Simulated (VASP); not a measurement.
## C: single point with PBE exchange alone

C:

```
CELL_PARAMETERS angstrom
2.53880 0.00000 0.00000
-1.26940 2.19867 0.00000
0.00000 0.00000 8.29165
ATOMIC_POSITIONS crystal
C 0.66667 0.33333 0.84375
C 0.33333 0.66667 0.34375
C 0.66667 0.33333 0.65625
C 0.33333 0.66667 0.15625
C 0.00000 0.00000 0.90625
C 0.00000 0.00000 0.40625
C 0.00000 0.00000 0.59375
C 0.00000 0.00000 0.09375
```

```yaml
Program: VASP 6.6.1
Task: single point
Functional: PBE exchange alone
Potentials_or_basis: VASP PAW PBE potentials, release 64 (C)
Cutoff: 520 eV
k_mesh: 12 × 12 × 4
Occupations: fermi-dirac, width 0.05 eV
Spin: no spin polarisation
```

```json
{
 "Pressure": "23.7 GPa",
 "Largest force": "0.334 eV/Å",
 "Band gap on the k mesh": "4.72 eV (least direct gap 5.28 eV)"
}
```

Forces in eV/Å, atoms in the order of the input:
```
C    0.000  0.000  0.299
C    0.000  0.000  0.299
C    0.000  0.000 -0.299
C    0.000  0.000 -0.299
C    0.000  0.000  0.334
C    0.000  0.000  0.334
C    0.000  0.000 -0.334
C    0.000  0.000 -0.334
```

Stress tensor (GPa, compression positive):
```
19.77  0.00  0.00
 0.00 19.77  0.00
 0.00  0.00 31.69
```

Levels at points of the mesh, in eV from the valence-band top:
```csv
k point,band 13,band 14,band 15,band 16,band 17,band 18,band 19,band 20
"(0.00, 0.00, 0.00)",-1.67,-0.21,0.00,0.00,5.28,5.28,5.79,7.08
"(0.50, 0.00, 0.00)",-4.81,-4.39,-3.55,-2.83,4.79,5.87,6.12,6.30
"(0.00, 0.00, 0.50)",-0.65,-0.65,-0.65,-0.65,6.05,6.05,6.05,6.05
"(0.50, 0.00, 0.50)",-4.52,-4.52,-3.52,-3.52,5.13,5.13,7.37,7.37
```

Run time: 33 s on 1 thread of Intel(R) Xeon(R) Platinum 8559C (Emerald Rapids) (shared host), peak memory 0.18 GiB.

Caveat: the stress differs along the axes, from 20 to 32 GPa. A k mesh can miss the band edges.
